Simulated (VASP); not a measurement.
Input of a VASP 6.6.1 run:

File INCAR:

```
ALGO = Normal
EDIFF = 1E-6
ENCUT = 520
GGA = PE
ISIF = 2
ISMEAR = 0
LASPH = T
LCHARG = F
LREAL = F
LWAVE = F
NBANDS = 17
NELM = 60
PREC = Accurate
SIGMA = 0.017
```

Contents of KPOINTS:

```
k-points
0
Gamma
  10 10 5
```

POSCAR

```
Hf
1.0
    3.1967000000      0.0000000000      0.0000000000
   -1.5983500000      2.7684234083      0.0000000000
    0.0000000000      0.0000000000      5.0578000000
Hf
2
Direct
    0.6666666667      0.3333333333      0.7500000000
    0.3333333333      0.6666666667      0.2500000000
```

Potentials or basis: VASP PAW PBE potentials, release 64 (Hf_pv).

Run with:

```console
$ cat potpaw_PBE.64/Hf_pv/POTCAR > POTCAR
$ mpirun -np 1 vasp_std > vasp.out
```

Q: What does it give for the band gap on the k mesh?

A: Zero (band 10 reaches 6.10 eV, above the bottom of band 11 at 4.60 eV).

Q: Predict the pressure.

A: 0.2 GPa.

Stress tensor (GPa, compression positive):
```
 0.30  0.00  0.00
 0.00  0.30  0.00
 0.00  0.00 -0.01
```

Caveat: spin-orbit coupling is left out, which moves the levels of the heavy elements.
